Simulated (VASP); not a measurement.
# Pd (Fm-3m) in VASP: further runs

Pd is run at these levels: PBEsol; tasks: relaxation of cell and atoms.

Program: VASP 6.6.1. These are calculated values, not measurements. Logs are shortened: lines on timing, memory, paths and dates and some standing lists are left out, and cuts for length are marked.

## Step 1: The cell of the first run

Symmetry: Fm-3m, No. 225, cubic system. Conventional cell: a = 3.628 Å, b = 3.628 Å, c = 3.628 Å, α = 90.00°, β = 90.00°, γ = 90.00°. Pd (site symmetry m-3m) has 12 Pd at 2.57 Å within 3.4 Å.

## Step 2: Relaxation of cell and atoms, PBEsol, target pressure 69 GPa, at which the enthalpy is minimised

Contents of INCAR:

```
ALGO = Normal
EDIFF = 1E-7
EDIFFG = -0.005
ENCUT = 500
GGA = PS
GGA_COMPAT = False
IBRION = 2
ISIF = 3
ISMEAR = -1
LASPH = True
LCHARG = False
LREAL = False
LWAVE = False
NELM = 120
NELMIN = 4
NSW = 60
PREC = Accurate
PSTRESS = 690.0
SIGMA = 0.08
```

Contents of KPOINTS:

```
k-points
0
Gamma
  18 18 18
```

Contents of POSCAR:

```
Pd
1.0
    0.0000000000      1.8142154129      1.8142154129
    1.8142154129      0.0000000000      1.8142154129
    1.8142154129      1.8142154129      0.0000000000
Pd
1
Direct
    0.0000000000      0.0000000000      0.0000000000
```

Potentials or basis: VASP PAW PBE potentials, release 64 (Pd).

Launch:

```
> cat potpaw_PBE.64/Pd/POTCAR > POTCAR
> mpirun -np 1 vasp_std > vasp.out
```

OUTCAR:

```text
EDIFF = 1E-7
   EDIFFG = -0.005
   ENCUT = 500
   GGA = PS
   IBRION = 2
   ISIF = 3
   ISMEAR = -1
   LASPH = True
   LREAL = False
   NELM = 120
   NELMIN = 4
   NSW = 60
   PREC = Accurate
   PSTRESS = 690.0

 ion  position               nearest neighbor table
   1  0.000  0.000  0.000-

  LATTYP: Found a face centered cubic cell.
 ALAT       =     3.6284308258

  Lattice vectors:

 A1 = (   0.0000000000,   1.8142154129,   1.8142154129)
 A2 = (   1.8142154129,   0.0000000000,   1.8142154129)
 A3 = (   1.8142154129,   1.8142154129,   0.0000000000)

Analysis of symmetry for initial positions (statically):
=====================================================================
 Subroutine PRICEL returns:
 Original cell was already a primitive cell.

 Routine SETGRP: Setting up the symmetry group for a
 face centered cubic supercell.

 Subroutine GETGRP returns: Found 48 space group operations
[... 9 lines left out ...]

 Routine SETGRP: Setting up the symmetry group for a
 face centered cubic supercell.

 Subroutine GETGRP returns: Found 48 space group operations
[... 11 lines left out ...]
                                     Primitive cell

  volume of cell :      11.9425

  direct lattice vectors                    reciprocal lattice vectors
     0.000000000  1.814215413  1.814215413    -0.275601230  0.275601230  0.275601230
     1.814215413  0.000000000  1.814215413     0.275601230 -0.275601230  0.275601230
     1.814215413  1.814215413  0.000000000     0.275601230  0.275601230 -0.275601230

  length of vectors
     2.565688042  2.565688042  2.565688042     0.477355334  0.477355334  0.477355334

  position of ions in fractional coordinates (direct lattice)
     0.000000000  0.000000000  0.000000000

  ion indices of the primitive-cell ions
   primitive index   ion index
                 1           1

----------------------------------------------------------------------------------------

 KPOINTS: k-points

Automatic generation of k-mesh.
 Grid dimensions read from file:
 generate k-points for:   18   18   18

 Generating k-lattice:

  Cartesian coordinates                     Fractional coordinates (reciprocal lattice)
    -0.015311179  0.015311179  0.015311179     0.055555556  0.000000000  0.000000000
     0.015311179 -0.015311179  0.015311179     0.000000000  0.055555556  0.000000000
     0.015311179  0.015311179 -0.015311179     0.000000000  0.000000000  0.055555556

  Length of vectors
     0.026519741  0.026519741  0.026519741

  Shift w.r.t. Gamma in fractional coordinates (k-lattice)
     0.000000000  0.000000000  0.000000000

 Subroutine IBZKPT returns following result:
 ===========================================

 Found    195 irreducible k-points:

 Following reciprocal coordinates:
            Coordinates               Weight
  0.000000  0.000000  0.000000      1.000000
  0.055556  0.000000  0.000000      8.000000
  0.111111  0.000000  0.000000      8.000000
  0.166667  0.000000  0.000000      8.000000
  0.222222  0.000000  0.000000      8.000000
  0.277778  0.000000  0.000000      8.000000
[... 16 lines left out ...]
 -0.277778  0.055556  0.000000     24.000000
 -0.222222  0.055556  0.000000     24.000000
 [... further k-points ...]
   k-points           NKPTS =    195   k-points in BZ     NKDIM =    195   number of bands    NBANDS=      9
   number of dos      NEDOS =    301   number of ions     NIONS =      1
   total plane-waves  NPLWV =   8000
   dimension x,y,z NGX =    20 NGY =   20 NGZ =   20
   dimension x,y,z NGXF=    40 NGYF=   40 NGZF=   40
   ions per type =               1
   NGX,Y,Z   is equivalent  to a cutoff of  12.96, 12.96, 12.96 a.u.
   NGXF,Y,Z  is equivalent  to a cutoff of  25.92, 25.92, 25.92 a.u.
 SYSTEM =  unknown system
   PREC   = accura    normal or accurate (medium, high low for compatibility)
   ISTART =      0    job   : 0-new  1-cont  2-samecut
   ICHARG =      2    charge: 1-file 2-atom 10-const
   ISPIN  =      1    spin polarized calculation?
   LNONCOLLINEAR =      F non collinear calculations
   LSORBIT =      F    spin-orbit coupling
   LASPH  =      T    aspherical Exc in radial PAW
   ENCUT  =  500.0 eV  36.75 Ry    6.06 a.u.   4.68  4.68  4.68*2*pi/ulx,y,z
   NELM   =    120;   NELMIN=  4; NELMDL= -5     # of ELM steps
   EDIFF  = 0.1E-06   stopping-criterion for ELM
   LREAL  =      F    real-space projection
   EDIFFG = -.5E-02   stopping-criterion for IOM
   NSW    =     60    number of steps for IOM
   IBRION =      2    ionic relax: 0-MD 1-quasi-New 2-CG
   NFREE  =      1    steps in history (QN), initial steepest desc. (CG)
   ISIF   =      3    stress and relaxation
   ISYM   =      2    0-nonsym 1-usesym 2-fastsym
   POTIM  = 0.5000    time-step for ionic-motion
   TEBEG  =    0.0;   TEEND  =   0.0 temperature during run
   PSTRESS=  690.0 pullay stress
   NELECT =      10.0000    total number of electrons
   NUPDOWN=      -1.0000    fix difference up-down
   EMIN   =  10.00;   EMAX   =-10.00  energy-range for DOS
   EFERMI =   0.00;   METHOD = LEGACY
   ISMEAR =    -1;   SIGMA  =   0.08  broadening in eV -4-tet -1-fermi 0-gaus
   EFERMI_NEDOS =   21; number of points for ismear=-14 and -15
   IALGO  =     38    algorithm
   IMIX   =      4    mixing-type and parameters
     AMIX     =   0.40;   BMIX     =  1.00
     AMIX_MAG =   1.60;   BMIX_MAG =  1.00
  volume/ion in A,a.u.               =      11.94        80.59
  Fermi-wavevector in a.u.,A,eV,Ry     =   1.543036  2.915915 32.394917  2.380959
  Thomas-Fermi vector in A             =   2.648756
   LORBIT       =      0    0 simple, 1 ext, 2 COOP (PROOUT), +10 PAW based schemes
   GGA     = PS    functional components
   LHFCALC =     F    Hartree Fock is set to
   AEXX    =    0.0000 exact exchange contribution
   IVDW    =     0    specifies the selected vdW correction
   LEPSILON=     F    determine dielectric tensor
   LRPA    =     F    only Hartree local field effects (RPA)
 conjugate gradient relaxation of ions
 non-spin polarized calculation
  energy-cutoff  :      500.00
  volume of cell :       11.94
 maximum number of plane-waves:       315
   NGX =  9   NGY =  9   NGZ =  9

--------------------------------------- Ionic step        1  -------------------------------------------

 number of electron      10.0000001 magnetization

 Free energy of the ion-electron system (eV)
  ---------------------------------------------------
  ext. energy  EPLUGINS =         0.00000000
  ---------------------------------------------------
  free energy    TOTEN  =        -5.53552279 eV

  energy without entropy =       -5.50396401  energy(sigma->0) =       -5.51974340

------------------------ aborting loop because EDIFF is reached ----------------------------------------

  FORCE on cell =-STRESS in cart. coord.  units (eV):
  Direction    XX          YY          ZZ          XY          YZ          ZX
  --------------------------------------------------------------------------------------
  -------------------------------------------------------------------------------------
  Total        5.0770660      5.0770660      5.0770660     -0.0000000     -0.0000000     -0.0000000
  in kB      681.1250331    681.1250331    681.1250331     -0.0000000     -0.0000000     -0.0000000
  external PRESSURE =      -8.8749669 kB  Pullay stress =     690.0000000 kB

 VOLUME and BASIS-vectors are now :
 -----------------------------------------------------------------------------
  energy-cutoff  :      500.00
  volume of cell :       11.94
      direct lattice vectors                 reciprocal lattice vectors
     0.000000000  1.814215413  1.814215413    -0.275601230  0.275601230  0.275601230
     1.814215413  0.000000000  1.814215413     0.275601230 -0.275601230  0.275601230
     1.814215413  1.814215413  0.000000000     0.275601230  0.275601230 -0.275601230
[... 44 lines left out ...]
  FREE ENERGIE OF THE ION-ELECTRON SYSTEM (eV)
  ---------------------------------------------------
  free  energy   TOTEN  =        -5.4852588753 eV

  energy  without entropy=       -5.4541407035  energy(sigma->0) =       -5.46969979

  enthalpy is  TOTEN    =        -0.3911248873 eV   P V=        5.0941339879

--------------------------------------- Ionic step        3  -------------------------------------------

 number of electron      10.0000001 magnetization

 Free energy of the ion-electron system (eV)
  ---------------------------------------------------
  ext. energy  EPLUGINS =         0.00000000
  ---------------------------------------------------
  free energy    TOTEN  =        -5.52686407 eV

  energy without entropy =       -5.49538326  energy(sigma->0) =       -5.51112367

 E-fermi :  13.7392     XC(G=0): -14.7435

 val. band max:       13.7328314214   @ k =  -0.4444   0.3889   0.1111
 cond. band min:      13.7432542582   @ k =   0.5000   0.1111   0.0000
 fundamental gap:      0.0104228368
 Fermi energy:        13.7392165474

 k-point     1 :       0.0000    0.0000    0.0000
  band No.  band energies     occupation
      1       4.6632      2.00000
      2       9.6931      2.00000
      3       9.6931      2.00000
      4       9.6931      2.00000
      5      11.9973      2.00000
      6      11.9973      2.00000
      7      30.6492      0.00000
      8      36.6909      0.00000
      9      36.6909      0.00000

 k-point     2 :       0.0556    0.0000    0.0000
  band No.  band energies     occupation
      1       4.8002      2.00000
      2       9.6327      2.00000
      3       9.7471      2.00000
      4       9.7471      2.00000
      5      11.9667      2.00000
      6      11.9667      2.00000
      7      30.8501      0.00000
      8      35.9138      0.00000
      9      36.8926      0.00000
[... 253 lines left out ...]
 k-point    24 :      -0.2222    0.0556    0.0000
  band No.  band energies     occupation
      1       6.6006      2.00000
      2       9.3895      2.00000
      3      10.1335      2.00000
      4      10.1820      2.00000
      5      11.7830      2.00000
      6      12.5443      2.00000
      7      30.2102      0.00000
      8      32.5542      0.00000
      9      38.3792      0.00000

 [... further k-points ...]
[... 5 lines left out ...]
  --------------------------------------------------------------------------------------
  -------------------------------------------------------------------------------------
  Total        5.1354770      5.1354770      5.1354770      0.0000000      0.0000000      0.0000000
  in kB      690.1307255    690.1307255    690.1307255      0.0000000      0.0000000      0.0000000
  external PRESSURE =       0.1307255 kB  Pullay stress =     690.0000000 kB

 VOLUME and BASIS-vectors are now :
 -----------------------------------------------------------------------------
  energy-cutoff  :      500.00
  volume of cell :       11.92
      direct lattice vectors                 reciprocal lattice vectors
     0.000000000  1.813190097  1.813190097    -0.275757076  0.275757076  0.275757076
     1.813190097 -0.000000000  1.813190097     0.275757076 -0.275757076  0.275757076
     1.813190097  1.813190097 -0.000000000     0.275757076  0.275757076 -0.275757076

 POSITION                                       TOTAL-FORCE (eV/Angst)
 -----------------------------------------------------------------------------------
      0.00000     -0.00000      0.00000         0.000000      0.000000      0.000000
 -----------------------------------------------------------------------------------
    total drift:                                0.000000     -0.000000      0.000000

  FREE ENERGIE OF THE ION-ELECTRON SYSTEM (eV)
  ---------------------------------------------------
  free  energy   TOTEN  =        -5.5268640746 eV

  energy  without entropy=       -5.4953832647  energy(sigma->0) =       -5.51112367

  enthalpy is  TOTEN    =        -0.3923598089 eV   P V=        5.1345042657

 reached required accuracy - stopping structural energy minimisation
```

Run time: 31 s. Hardware: 1 thread of Intel Xeon 6975P-C, shared host; peak memory 0.15 GiB.

Results:

| Quantity | Value |
| --- | --- |
| Free energy | -5.5269 eV |
| Relaxed volume | 11.92 Å³/atom |
| Relaxed cell | a = 2.564 Å, b = 2.564 Å, c = 2.564 Å, α = 60.00°, β = 60.00°, γ = 60.00° |
| Space group after relaxing (to 0.05 Å) | Fm-3m (No. 225) |
| Energy change on relaxing (the enthalpy is what falls) | +8.7 meV/atom |
| Ionic steps | 3 |
| Pressure after relaxing | 69.0 GPa |
| Band gap on the k mesh | zero (band 5 reaches 14.18 eV, above the bottom of band 6 at 11.88 eV) |

Step by step:
```tsv
step	energy change (eV)	largest force (eV/Å)	pressure (GPa)	volume (Å³)
1	0.0000	0.0000	68.11	11.94
2	0.0503	0.0000	73.28	11.83
3	0.0087	0.0000	69.01	11.92
```

Final structure:
```yaml
crystal:
  lattice:
    - [0.00000, 1.81319, 1.81319]
    - [1.81319, 0.00000, 1.81319]
    - [1.81319, 1.81319, 0.00000]
  atoms:
    - { symbol: Pd, position: [0.00000, 0.00000, 0.00000] }
```

Caveat: the cell is relaxed towards a set pressure, so the enthalpy falls and the energy may rise; the PAW data sets were made with another functional, which shifts forces and pressure a little.

## Step 3: Relaxation of cell and atoms, PBEsol, target pressure 69 GPa, at which the enthalpy is minimised

Contents of INCAR:

```
SYSTEM = Pd
PREC = Accurate
ENCUT = 500
EDIFF = 1E-7
ISMEAR = -1
SIGMA = 0.08
LREAL = .FALSE.
LASPH = .TRUE.
NELM = 120
ALGO = Normal
ISIF = 3
LWAVE = .FALSE.
LCHARG = .FALSE.
GGA = PS
IBRION = 2
NSW = 32
EDIFFG = -0.005
PSTRESS = 690.0
GGA_COMPAT = .FALSE.
NELMIN = 4
```

Contents of KPOINTS:

```
Automatic mesh
0
G
  18 18 18
  0 0 0
```

Contents of POSCAR:

```
Pd
1.0
    0.0000000000      1.8137617258      1.8137617258
    1.8137617258      0.0000000000      1.8137617258
    1.8137617258      1.8137617258      0.0000000000
Pd
1
Direct
    0.0000000000      0.0000000000      0.0000000000
```

Potentials or basis: VASP PAW PBE potentials, release 64 (Pd).

Launch:

```
> cat potpaw_PBE.64/Pd/POTCAR > POTCAR
> mpirun -np 1 vasp_std > vasp.out
```

It took 31 s on 1 thread of Intel Xeon 6975P-C, shared host; peak memory 0.15 GiB.

The run converged. Its results:

```yaml
Free_energy: -5.5269 eV
Relaxed_volume: 11.92 Å³/atom
Relaxed_cell: a = 2.564 Å, b = 2.564 Å, c = 2.564 Å, α = 60.00°, β = 60.00°, γ = 60.00°
Space_group_after_relaxing_to_0.05_Å: Fm-3m (No. 225)
Energy_change_on_relaxing_the_enthalpy_is_what_falls: +4.8 meV/atom
Ionic_steps: 3
Pressure_after_relaxing: 69.0 GPa
Band_gap_on_the_k_mesh: zero (band 5 reaches 14.18 eV, above the bottom of band 6 at 11.88 eV)
```

Step by step:
```csv
step,energy change (eV),largest force (eV/Å),pressure (GPa),volume (Å³)
1,0.0000,0.0000,68.51,11.93
2,0.0276,0.0000,71.35,11.87
3,0.0048,0.0000,69.02,11.92
```

Final structure:
```
Pd
1.0
     0.00000    1.81319    1.81319
     1.81319    0.00000    1.81319
     1.81319    1.81319    0.00000
Pd
1
Direct
  0.00000 0.00000 0.00000
```

Levels at points of the mesh, in eV from the Fermi level:
```
           k point  band 1  band 2  band 3  band 4  band 5  band 6  band 7  band 8  band 9
(0.00, 0.00, 0.00)   -9.08   -4.05   -4.05   -4.05   -1.74   -1.74   16.91   22.95   22.95
(0.50, 0.00, 0.00)   -7.31   -4.13   -4.13   -0.03   -0.03    0.41    9.19   16.35   22.95
(0.50, 0.50, 0.00)   -7.60   -7.20   -0.05    0.43    0.43    3.25   13.16   14.23   14.23
```

Caveat: the cell is relaxed towards a set pressure, so the enthalpy falls and the energy may rise; the PAW data sets were made with another functional, which shifts forces and pressure a little.
